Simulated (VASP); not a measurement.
# C (P2_1/m) in VASP: further runs

C is run at these levels: PBEsol+D3(BJ); tasks: single point.

Program: VASP 6.6.1. These are calculated values, not measurements. Logs are shortened: lines on timing, memory, paths and dates and some standing lists are left out, and cuts for length are marked.

## (1) The cell of the first run

It takes space group P2_1/m (No. 11, monoclinic). The conventional cell has a = 2.352 Å, b = 6.427 Å, c = 2.461 Å, α = 90.00°, β = 115.64°, γ = 90.00°. C (site symmetry m) has 3 C at 1.36 to 1.48 Å within 1.8 Å. C (site symmetry m) has 3 C at 1.36 to 1.48 Å within 1.8 Å.

## (2) Single point, PBEsol+D3(BJ) (engineering shear strain xy -0.1000, normal strain along z -0.0233)

INCAR

```
SYSTEM = C
PREC = Accurate
ENCUT = 520
EDIFF = 1E-6
ISMEAR = 0
SIGMA = 0.15
LREAL = .False.
LASPH = .True.
NELM = 80
ALGO = Normal
ISIF = 2
LWAVE = .False.
LCHARG = .True.
GGA = PS
IVDW = 12
LELF = .True.
LVHAR = .True.
NBANDS = 16
```

KPOINTS

```
Automatic mesh
0
Gamma
  18 18 6
  0 0 0
```

POSCAR

```
C
1.0
    2.4580081300     -0.1229004065      0.0000000000
   -1.3354389392      2.1901476865      0.0000000000
    0.0000000000      0.0000000000      6.4267414126
C
4
Direct
    0.0000000000      0.0000000000      0.0025000000
    0.0000000000      0.0000000000      0.5025000000
    0.3333333333      0.6666666667      0.0025000000
    0.6666666667      0.3333333333      0.5025000000
```

Potentials or basis: VASP PAW PBE potentials, release 64 (C).

Run with:

```sh
cat potpaw_PBE.64/C/POTCAR > POTCAR
mpirun -np 1 vasp_std > vasp.out
```

OUTCAR:

```text
SYSTEM = C
   PREC = Accurate
   ENCUT = 520
   EDIFF = 1E-6
   ISMEAR = 0
   LREAL = .False.
   LASPH = .True.
   NELM = 80
   ISIF = 2
   GGA = PS
   IVDW = 12
 IVDW          = 12

 ion  position               nearest neighbor table
   1  0.000  0.000  0.002-   3 1.36   3 1.42   3 1.48
   2  0.000  0.000  0.502-   4 1.36   4 1.42   4 1.48
   3  0.333  0.667  0.002-   1 1.36   1 1.42   1 1.48
   4  0.667  0.333  0.502-   2 1.36   2 1.42   2 1.48

  LATTYP: Found a simple monoclinic cell.
 ALAT       =     2.3523760126
 B/A-ratio  =     2.7320213172
 C/A-ratio  =     1.0462097509
 COS(beta)  =    -0.4327263994

  Lattice vectors:

 A1 = (   1.1225691908,   2.0672472800,   0.0000000000)
 A2 = (   0.0000000000,   0.0000000000,  -6.4267414126)
 A3 = (  -2.4580081300,   0.1229004065,   0.0000000000)

Analysis of symmetry for initial positions (statically):
=====================================================================
 Subroutine PRICEL returns:
 Original cell was already a primitive cell.

 Routine SETGRP: Setting up the symmetry group for a
 simple monoclinic supercell.

 Subroutine GETGRP returns: Found  4 space group operations
 (whereof  1 operations were pure point group operations)
 out of a pool of  4 trial point group operations.

The static configuration has the point symmetry C_1 .
 The point group associated with its full space group is C_2h.

Analysis of symmetry for dynamics (positions and initial velocities):
=====================================================================
 Subroutine PRICEL returns:
 Original cell was already a primitive cell.

 Routine SETGRP: Setting up the symmetry group for a
 simple monoclinic supercell.

 Subroutine GETGRP returns: Found  4 space group operations
 (whereof  1 operations were pure point group operations)
 out of a pool of  4 trial point group operations.

The dynamic configuration has the point symmetry C_1 .
 The point group associated with its full space group is C_2h.

 Subroutine INISYM returns: Found  4 space group operations
 (whereof  1 operations are pure point group operations),
 and found     1 'primitive' translations

----------------------------------------------------------------------------------------

                                     Primitive cell

  volume of cell :      33.5429

  direct lattice vectors                    reciprocal lattice vectors
[... 91 lines left out ...]
   EDIFF  = 0.1E-05   stopping-criterion for ELM
   LREAL  =      F    real-space projection
   EDIFFG = 0.1E-04   stopping-criterion for IOM
   NSW    =      0    number of steps for IOM
   IBRION =     -1    ionic relax: 0-MD 1-quasi-New 2-CG
   NFREE  =      0    steps in history (QN), initial steepest desc. (CG)
   ISIF   =      2    stress and relaxation
   ISYM   =      2    0-nonsym 1-usesym 2-fastsym
   POTIM  = 0.5000    time-step for ionic-motion
   TEBEG  =    0.0;   TEEND  =   0.0 temperature during run
   PSTRESS=    0.0 pullay stress
   NELECT =      16.0000    total number of electrons
   NUPDOWN=      -1.0000    fix difference up-down
   EMIN   =  10.00;   EMAX   =-10.00  energy-range for DOS
   EFERMI =   0.00;   METHOD = LEGACY
   ISMEAR =     0;   SIGMA  =   0.15  broadening in eV -4-tet -1-fermi 0-gaus
   EFERMI_NEDOS =   21; number of points for ismear=-14 and -15
   IALGO  =     38    algorithm
   IMIX   =      4    mixing-type and parameters
     AMIX     =   0.40;   BMIX     =  1.00
     AMIX_MAG =   1.60;   BMIX_MAG =  1.00
  volume/ion in A,a.u.               =       8.39        56.59
  Fermi-wavevector in a.u.,A,eV,Ry     =   1.279129  2.417204 22.261473  1.636172
  Thomas-Fermi vector in A             =   2.411633
   LORBIT       =      0    0 simple, 1 ext, 2 COOP (PROOUT), +10 PAW based schemes
   GGA     = PS    functional components
   LHFCALC =     F    Hartree Fock is set to
   AEXX    =    0.0000 exact exchange contribution
   IVDW    =    12    specifies the selected vdW correction
   LEPSILON=     F    determine dielectric tensor
   LRPA    =     F    only Hartree local field effects (RPA)
 non-spin polarized calculation
 Gauss-broadening in eV      SIGMA  =   0.15
  energy-cutoff  :      520.00
  volume of cell :       33.54
 maximum number of plane-waves:       920
   NGX =  9   NGY =  9   NGZ = 23

 number of electron      16.0000001 magnetization

 Free energy of the ion-electron system (eV)
  ---------------------------------------------------
  ext. energy  EPLUGINS =         0.00000000
  ---------------------------------------------------
  free energy    TOTEN  =       -38.04339292 eV

  energy without entropy =      -38.04267689  energy(sigma->0) =      -38.04303491

 E-fermi :   5.1571     XC(G=0): -10.8736

 val. band max:        5.1201500291   @ k =   0.3333   0.2778   0.1667
 cond. band min:       5.1944529228   @ k =   0.3333   0.2778   0.1667
 fundamental gap:      0.0743028937
 Fermi energy:         5.1571018968

 k-point     1 :       0.0000    0.0000    0.0000
  band No.  band energies     occupation
      1     -14.7249      2.00000
      2     -14.3005      2.00000
      3      -3.8077      2.00000
      4      -1.3220      2.00000
      5       1.8459      2.00000
      6       1.8666      2.00000
[... 433 lines left out ...]
      3      -1.7905      2.00000
      4      -1.7830      2.00000
      5      -1.6874      2.00000
      6      -0.8563      2.00000
[... 8 lines left out ...]
     15      18.6018      0.00000
     16      18.6841      0.00000

 [... further k-points ...]

------------------------ aborting loop because EDIFF is reached ----------------------------------------

 Edisp (eV)   -0.45392

 E8    (eV) :    -0.2207

  FORCE on cell =-STRESS in cart. coord.  units (eV):
  Direction    XX          YY          ZZ          XY          YZ          ZX
  --------------------------------------------------------------------------------------
  -------------------------------------------------------------------------------------
  Total       1.58976     1.47532     0.18465    10.23088     0.00000     0.00000
  in kB      75.93500    70.46874     8.81972   488.67787     0.00000     0.00000
  external pressure =       51.74 kB  Pullay stress =        0.00 kB

 VOLUME and BASIS-vectors are now :
 -----------------------------------------------------------------------------
  energy-cutoff  :      520.00
  volume of cell :       33.54
      direct lattice vectors                 reciprocal lattice vectors
     2.458008130 -0.122900407  0.000000000     0.419626817  0.255866760  0.000000000
    -1.335438939  2.190147687  0.000000000     0.023547410  0.470948208  0.000000000
     0.000000000  0.000000000  6.426741413     0.000000000  0.000000000  0.155599850

 POSITION                                       TOTAL-FORCE (eV/Angst)
 -----------------------------------------------------------------------------------
      0.00000      0.00000      0.01607         1.314782      0.316070      0.000000
      0.00000      0.00000      3.22944        -1.314782     -0.316070      0.000000
     -0.07096      1.41913      0.01607        -1.330856     -0.316986      0.000000
      1.19353      0.64812      3.22944         1.330856      0.316986      0.000000
 -----------------------------------------------------------------------------------
    total drift:                                0.000000      0.000000     -0.000005

  FREE ENERGIE OF THE ION-ELECTRON SYSTEM (eV)
  ---------------------------------------------------
  free  energy   TOTEN  =       -38.4973107678 eV

  energy  without entropy=      -38.4965947416  energy(sigma->0) =      -38.49695275
```

Wall time 5.5 min (1 thread of Intel Xeon 8259CL, shared host); peak memory 0.36 GiB.

Results:

```
Free energy                : -38.4973 eV
Pressure                   : 5.2 GPa
Largest force              : 1.368 eV/Å
Dispersion energy per atom : -0.113 eV
```

Forces on the atoms (eV/Å):
```
C    1.315  0.316  0.000
C   -1.315 -0.316  0.000
C   -1.331 -0.317  0.000
C    1.331  0.317  0.000
```

Stress tensor (GPa, compression positive):
```
 7.59 48.87  0.00
48.87  7.05  0.00
 0.00  0.00  0.88
```

Caveat: the cell differs from its parent crystal (engineering shear strain xy -0.1000, normal strain along z -0.0233); the stress differs along the axes, from 1 to 8 GPa; the PAW data sets were made with another functional, which shifts forces and pressure a little.

## (3) Single point, PBEsol+D3(BJ) (engineering shear strain xy -0.2000, normal strain along z +0.0000)

INCAR

```
SYSTEM = C
ALGO = Normal ; EDIFF = 1E-7
ENCUT = 520 ; GGA = PS
ISIF = 2 ; ISMEAR = 0
IVDW = 12 ; LASPH = .TRUE.
LCHARG = .FALSE. ; LREAL = .FALSE.
LWAVE = .FALSE. ; NBANDS = 16
NELM = 80 ; PREC = Accurate
SIGMA = 0.15
```

KPOINTS

```
k-points
0
G
  18 18 6
  0 0 0
```

POSCAR

```
C
1.0
    2.4580081300     -0.2458008130      0.0000000000
   -1.4418738133      2.2515978898      0.0000000000
    0.0000000000      0.0000000000      6.5800567345
C
4
Direct
    0.0000000000      0.0000000000      0.0025000000
    0.0000000000      0.0000000000      0.5025000000
    0.3333333333      0.6666666667      0.0025000000
    0.6666666667      0.3333333333      0.5025000000
```

Potentials or basis: VASP PAW PBE potentials, release 64 (C).

Run with:

```sh
cat potpaw_PBE.64/C/POTCAR > POTCAR
mpirun -np 1 vasp_std > vasp.out
```

OUTCAR:

```text
SYSTEM = C
   EDIFF = 1E-7
   ENCUT = 520
   GGA = PS
   ISIF = 2
   ISMEAR = 0
   IVDW = 12
   LASPH = .TRUE.
   LREAL = .FALSE.
   NELM = 80
   PREC = Accurate
 IVDW          = 12

 ion  position               nearest neighbor table
   1  0.000  0.000  0.002-   3 1.30   3 1.43   3 1.54
   2  0.000  0.000  0.502-   4 1.30   4 1.43   4 1.54
   3  0.333  0.667  0.002-   1 1.30   1 1.43   1 1.54
   4  0.667  0.333  0.502-   2 1.30   2 1.43   2 1.54

  LATTYP: Found a simple monoclinic cell.
 ALAT       =     2.2484996915
 B/A-ratio  =     2.9264210083
 C/A-ratio  =     1.0986292805
 COS(beta)  =    -0.3609105083

  Lattice vectors:

 A1 = (   1.0161343167,   2.0057970768,   0.0000000000)
 A2 = (   0.0000000000,   0.0000000000,  -6.5800567345)
 A3 = (  -2.4580081300,   0.2458008130,   0.0000000000)

Analysis of symmetry for initial positions (statically):
=====================================================================
 Subroutine PRICEL returns:
 Original cell was already a primitive cell.

 Routine SETGRP: Setting up the symmetry group for a
 simple monoclinic supercell.

 Subroutine GETGRP returns: Found  4 space group operations
 (whereof  1 operations were pure point group operations)
 out of a pool of  4 trial point group operations.

The static configuration has the point symmetry C_1 .
 The point group associated with its full space group is C_2h.

Analysis of symmetry for dynamics (positions and initial velocities):
=====================================================================
 Subroutine PRICEL returns:
 Original cell was already a primitive cell.

 Routine SETGRP: Setting up the symmetry group for a
 simple monoclinic supercell.

 Subroutine GETGRP returns: Found  4 space group operations
 (whereof  1 operations were pure point group operations)
 out of a pool of  4 trial point group operations.

The dynamic configuration has the point symmetry C_1 .
 The point group associated with its full space group is C_2h.

 Subroutine INISYM returns: Found  4 space group operations
 (whereof  1 operations are pure point group operations),
 and found     1 'primitive' translations

----------------------------------------------------------------------------------------

                                     Primitive cell

  volume of cell :      34.0849

  direct lattice vectors                    reciprocal lattice vectors
     2.458008130 -0.245800813  0.000000000     0.434668708  0.278352290  0.000000000
    -1.441873813  2.251597890  0.000000000     0.047451600  0.474515998  0.000000000
     0.000000000  0.000000000  6.580056735     0.000000000  0.000000000  0.151974374

  length of vectors
     2.470267598  2.673704013  6.580056735     0.516155871  0.476882676  0.151974374

  position of ions in fractional coordinates (direct lattice)
     0.000000000  0.000000000  0.002500000
     0.000000000  0.000000000  0.502500000
     0.333333333  0.666666667  0.002500000
     0.666666667  0.333333333  0.502500000

  ion indices of the primitive-cell ions
   primitive index   ion index
                 1           1
                 2           2
                 3           3
                 4           4

[... 26 lines left out ...]
 Following reciprocal coordinates:
            Coordinates               Weight
  0.000000  0.000000  0.000000      1.000000
  0.055556  0.000000  0.000000      2.000000
  0.111111  0.000000  0.000000      2.000000
  0.166667 -0.000000  0.000000      2.000000
  0.222222  0.000000  0.000000      2.000000
  0.277778 -0.000000  0.000000      2.000000
[... 16 lines left out ...]
 -0.333333  0.055556  0.000000      2.000000
 -0.277778  0.055556  0.000000      2.000000
 [... further k-points ...]
   k-points           NKPTS =    656   k-points in BZ     NKDIM =    656   number of bands    NBANDS=     16
   number of dos      NEDOS =    301   number of ions     NIONS =      4
   total plane-waves  NPLWV =  18000
   dimension x,y,z NGX =    18 NGY =   20 NGZ =   50
   dimension x,y,z NGXF=    36 NGYF=   40 NGZF=  100
   ions per type =               4
   NGX,Y,Z   is equivalent  to a cutoff of  12.11, 12.44, 12.63 a.u.
   NGXF,Y,Z  is equivalent  to a cutoff of  24.23, 24.87, 25.27 a.u.
 SYSTEM =  C
   PREC   = accura    normal or accurate (medium, high low for compatibility)
   ISTART =      0    job   : 0-new  1-cont  2-samecut
   ICHARG =      2    charge: 1-file 2-atom 10-const
   ISPIN  =      1    spin polarized calculation?
   LNONCOLLINEAR =      F non collinear calculations
   LSORBIT =      F    spin-orbit coupling
   LASPH  =      T    aspherical Exc in radial PAW
   ENCUT  =  520.0 eV  38.22 Ry    6.18 a.u.   4.59  4.97 12.23*2*pi/ulx,y,z
   NELM   =     80;   NELMIN=  2; NELMDL= -5     # of ELM steps
   EDIFF  = 0.1E-06   stopping-criterion for ELM
   LREAL  =      F    real-space projection
   EDIFFG = 0.1E-05   stopping-criterion for IOM
   NSW    =      0    number of steps for IOM
   IBRION =     -1    ionic relax: 0-MD 1-quasi-New 2-CG
   NFREE  =      0    steps in history (QN), initial steepest desc. (CG)
   ISIF   =      2    stress and relaxation
   ISYM   =      2    0-nonsym 1-usesym 2-fastsym
   POTIM  = 0.5000    time-step for ionic-motion
   TEBEG  =    0.0;   TEEND  =   0.0 temperature during run
   PSTRESS=    0.0 pullay stress
   NELECT =      16.0000    total number of electrons
   NUPDOWN=      -1.0000    fix difference up-down
   EMIN   =  10.00;   EMAX   =-10.00  energy-range for DOS
   EFERMI =   0.00;   METHOD = LEGACY
   ISMEAR =     0;   SIGMA  =   0.15  broadening in eV -4-tet -1-fermi 0-gaus
   EFERMI_NEDOS =   21; number of points for ismear=-14 and -15
   IALGO  =     38    algorithm
   IMIX   =      4    mixing-type and parameters
     AMIX     =   0.40;   BMIX     =  1.00
     AMIX_MAG =   1.60;   BMIX_MAG =  1.00
  volume/ion in A,a.u.               =       8.52        57.50
  Fermi-wavevector in a.u.,A,eV,Ry     =   1.272313  2.404324 22.024861  1.618782
  Thomas-Fermi vector in A             =   2.405199
   LORBIT       =      0    0 simple, 1 ext, 2 COOP (PROOUT), +10 PAW based schemes
   GGA     = PS    functional components
   LHFCALC =     F    Hartree Fock is set to
   AEXX    =    0.0000 exact exchange contribution
   IVDW    =    12    specifies the selected vdW correction
   LEPSILON=     F    determine dielectric tensor
   LRPA    =     F    only Hartree local field effects (RPA)
 non-spin polarized calculation
 Gauss-broadening in eV      SIGMA  =   0.15
  energy-cutoff  :      520.00
  volume of cell :       34.08
 maximum number of plane-waves:       936
   NGX =  9   NGY =  9   NGZ = 25

 number of electron      16.0000000 magnetization

 Free energy of the ion-electron system (eV)
  ---------------------------------------------------
  ext. energy  EPLUGINS =         0.00000000
  ---------------------------------------------------
  free energy    TOTEN  =       -36.50222978 eV

  energy without entropy =      -36.50187532  energy(sigma->0) =      -36.50205255

 E-fermi :   5.1994     XC(G=0): -10.7288

 val. band max:        5.1030211407   @ k =   0.3889   0.2222   0.0000
 cond. band min:       5.3140173741   @ k =   0.3889   0.2222   0.0000
 fundamental gap:      0.2109962334
 Fermi energy:         5.1993965266

 k-point     1 :       0.0000    0.0000    0.0000
  band No.  band energies     occupation
      1     -14.9789      2.00000
      2     -14.6296      2.00000
      3      -3.9305      2.00000
      4      -1.7351      2.00000
      5       1.2844      2.00000
      6       1.2998      2.00000
[... 433 lines left out ...]
      3      -1.8933      2.00000
      4      -1.8188      2.00000
      5      -1.7530      2.00000
      6      -0.9687      2.00000
[... 8 lines left out ...]
     15      18.1276      0.00000
     16      18.2616      0.00000

 [... further k-points ...]

------------------------ aborting loop because EDIFF is reached ----------------------------------------

 Edisp (eV)   -0.41975

 E8    (eV) :    -0.2041

  FORCE on cell =-STRESS in cart. coord.  units (eV):
  Direction    XX          YY          ZZ          XY          YZ          ZX
  --------------------------------------------------------------------------------------
  -------------------------------------------------------------------------------------
  Total       5.64504     5.27510    -0.00828    20.61709     0.00000     0.00000
  in kB     265.34782   247.95876    -0.38924   969.11638     0.00000     0.00000
  external pressure =      170.97 kB  Pullay stress =        0.00 kB

 VOLUME and BASIS-vectors are now :
 -----------------------------------------------------------------------------
  energy-cutoff  :      520.00
  volume of cell :       34.08
      direct lattice vectors                 reciprocal lattice vectors
     2.458008130 -0.245800813  0.000000000     0.434668708  0.278352290  0.000000000
    -1.441873813  2.251597890  0.000000000     0.047451600  0.474515998  0.000000000
     0.000000000  0.000000000  6.580056735     0.000000000  0.000000000  0.151974374

 POSITION                                       TOTAL-FORCE (eV/Angst)
 -----------------------------------------------------------------------------------
      0.00000      0.00000      0.01645         2.895798      1.214714      0.000000
      0.00000      0.00000      3.30648        -2.895798     -1.214714      0.000000
     -0.14191      1.41913      0.01645        -2.921709     -1.221448      0.000000
      1.15805      0.58667      3.30648         2.921709      1.221448      0.000000
 -----------------------------------------------------------------------------------
    total drift:                               -0.000000     -0.000000     -0.000014

  FREE ENERGIE OF THE ION-ELECTRON SYSTEM (eV)
  ---------------------------------------------------
  free  energy   TOTEN  =       -36.9219822659 eV

  energy  without entropy=      -36.9216278049  energy(sigma->0) =      -36.92180504
```

Run time: 7.1 min. Hardware: 1 thread of Intel Xeon 8259CL, shared host; peak memory 0.36 GiB.

What came out:

```yaml
Free_energy: -36.9220 eV
Pressure: 17.1 GPa
Largest_force: 3.167 eV/Å
Dispersion_energy_per_atom: -0.105 eV
```

Forces in eV/Å, atoms in the order of the input:
```
C    2.896  1.215  0.000
C   -2.896 -1.215  0.000
C   -2.922 -1.221  0.000
C    2.922  1.221  0.000
```

Stress tensor (GPa, compression positive):
```
26.53 96.91  0.00
96.91 24.80  0.00
 0.00  0.00 -0.04
```

Caveat: the cell differs from its parent crystal (engineering shear strain xy -0.2000, normal strain along z +0.0000); the stress differs along the axes, from -0 to 27 GPa; the PAW data sets were made with another functional, which shifts forces and pressure a little.
